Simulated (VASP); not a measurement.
Set up this calculation in VASP 6.6.1, as the native input.

```
Task                   : single point
Functional             : PBE
Potentials or basis    : VASP PAW PBE potentials, release 64 (Al, N)
Cutoff                 : 520 eV
k mesh                 : 10 × 10 × 10
Occupations            : gaussian, width 0.05 eV
Spin                   : no spin polarisation
Dipole correction      : no
Further INCAR settings : ALGO = Normal; EDIFF = 1e-06; NBANDS = 11
```

The structure of AlN lies in POSCAR:

```
AlN
1.0
    0.0847147439      2.1309645966      2.1309645966
    2.1309645966      0.0847147439      2.1309645966
    2.1309645966      2.1309645966      0.0847147439
Al N
1 1
Direct
    0.5000000000      0.5000000000      0.5000000000
    0.0000000000      0.0000000000      0.0000000000
```

The input as run:

INCAR

```
ALGO = Normal
EDIFF = 1E-6
ENCUT = 520
GGA = PE
ISIF = 2
ISMEAR = 0
LASPH = T
LCHARG = F
LREAL = F
LWAVE = F
NBANDS = 11
NELM = 100
PREC = Accurate
SIGMA = 0.05
```

KPOINTS

```
k-points
0
Gamma
  10 10 10
```

Potentials or basis: VASP PAW PBE potentials, release 64 (Al, N).

Launch:

```console
$ cat potpaw_PBE.64/Al/POTCAR potpaw_PBE.64/N/POTCAR > POTCAR
$ mpirun -np 1 vasp_std > vasp.out
```

Results of the run:

| Item | Value |
| --- | --- |
| Pressure | -16.4 GPa |
| Band gap on the k mesh | 3.22 eV, indirect (least direct gap 3.89 eV) |

It took 13 s on 1 thread of Intel(R) Xeon(R) Platinum 8259CL CPU @ 2.50GHz (Skylake/Cascade Lake) (shared host), peak memory 0.14 GiB.
